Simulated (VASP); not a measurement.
ZnSe:

```
CELL_PARAMETERS angstrom
0.00000 2.83244 2.83244
2.83244 0.00000 2.83244
2.83244 2.83244 0.00000
ATOMIC_POSITIONS crystal
Zn 0.00000 0.00000 0.00000
Se 0.75000 0.75000 0.75000
```

- Program: VASP 6.6.1
- Task: relaxation of cell and atoms
- Functional: PBE
- Potentials or basis: VASP PAW PBE potentials, release 64 (Zn, Se)
- Cutoff: 600 eV
- k mesh: 8 × 8 × 8
- Occupations: gaussian, width 0.02 eV
- Spin: no spin polarisation

At the start: pressure 2.4 GPa; volume 22.72 Å³/atom.

Task: How do energy, volume and symmetry change on relaxing?

Result: Over 5 steps the energy falls by 6.6 meV/atom and the volume is 23.65 Å³/atom (+4.1 %); space group F-43m (No. 216, to 0.05 Å).

The path:
```tsv
step	energy change (eV)	largest force (eV/Å)	pressure (GPa)	volume (Å³)
1	0.0000	0.0000	2.43	45.45
2	-0.0123	0.0000	-0.57	47.75
3	-0.0132	0.0000	0.11	47.25
4	-0.0131	0.0000	-0.06	47.33
5	-0.0132	0.0000	-0.02	47.29
```

Final structure:
```
Zn Se
1.0
     0.00000    2.87028    2.87028
     2.87028    0.00000    2.87028
     2.87028    2.87028    0.00000
Zn Se
1 1
Cartesian
  0.0000 0.0000 0.0000
  4.3054 4.3054 4.3054
```
